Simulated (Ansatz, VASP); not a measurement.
# Sc2Al in VASP and in Ansatz

```
CELL_PARAMETERS angstrom
4.89261 0.00000 0.00000
-2.44631 4.23713 0.00000
0.00000 0.00000 6.16142
ATOMIC_POSITIONS crystal
Sc 0.00000 0.00000 0.00000
Sc 0.00000 0.00000 0.50000
Sc 0.33333 0.66667 0.75000
Sc 0.66667 0.33333 0.25000
Al 0.33333 0.66667 0.25000
Al 0.66667 0.33333 0.75000
```

Alike in both runs: task single point; functional PBEsol; k mesh 12 × 12 × 10; occupations gaussian, width 0.1 eV; no spin polarisation.

|  | VASP | Ansatz |
| --- | --- | --- |
| version | VASP 6.6.1 | Ansatz 0.2.0 |
| potentials or method | VASP PAW PBE potentials, release 64 (Sc_sv, Al), cutoff 520 eV | scalar-relativistic, plane waves, PAW |
| valence electrons in the cell | 50 | 50 |

|  | VASP | Ansatz | Ansatz less VASP |
| --- | --- | --- | --- |
| gap on the k mesh at the Fermi level (eV) | none | none | - |
| pressure (GPa) | -2.0 | -2.0 | -0.08 |

VASP's potentials were made for PBE, not for PBEsol. A gap of «none» marks a metal or a gap that the smearing closes.
